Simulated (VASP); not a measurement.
Ni: single point with LDA

Ni:

```xyz
1
Lattice="2.1657 0.0000 0.0000 0.0000 2.1657 0.0000 0.0000 0.0000 2.1657" Properties=species:S:1:pos:R:3 pbc="T T T"
Ni    0.0000    0.0000    0.0000
```

This isn't the form of Ni at room conditions, which is fcc.

```yaml
Program: VASP 6.6.1
Task: single point
Functional: LDA
Potentials_or_basis: VASP PAW LDA potentials, release 64 (Ni)
Cutoff: 520 eV
k_mesh: 23 × 23 × 23
Occupations: fermi-dirac, width 0.05 eV
Spin: collinear spin, ferromagnetic start
Starting_moments: "[0.463] μB"
Dipole_correction: no
Further_INCAR_settings: ALGO = Normal; EDIFF = 1e-07; NBANDS = 15
```

| Item | Value |
| --- | --- |
| Pressure | 31.6 GPa |
| Net moment | 0.29 μB per cell |
| Site moments | Ni +0.28 μB |
| Valence electrons inside the program's atomic spheres | Ni 9.65 |

Levels at points of the mesh, in eV from the Fermi level:
Spin up:
```
           k point  band 1  band 2  band 3  band 4  band 5  band 6  band 7  band 8  band 9  band 10
(0.00, 0.00, 0.00)   -9.40   -4.59   -4.59   -0.06   -0.06   -0.06   22.10   22.10   22.10    26.61
```
Spin down:
| k point | band 1 | band 2 | band 3 | band 4 | band 5 | band 6 | band 7 | band 8 | band 9 | band 10 |
| --- | --- | --- | --- | --- | --- | --- | --- | --- | --- | --- |
| (0.00, 0.00, 0.00) | -9.36 | -4.39 | -4.39 | 0.27 | 0.27 | 0.27 | 22.16 | 22.16 | 22.16 | 26.70 |

Wall time 23 s on 1 thread of Intel(R) Xeon(R) 6975P-C (Granite Rapids), on a shared host, peak memory 0.18 GiB.

Caveat: the cell stands under pressure.
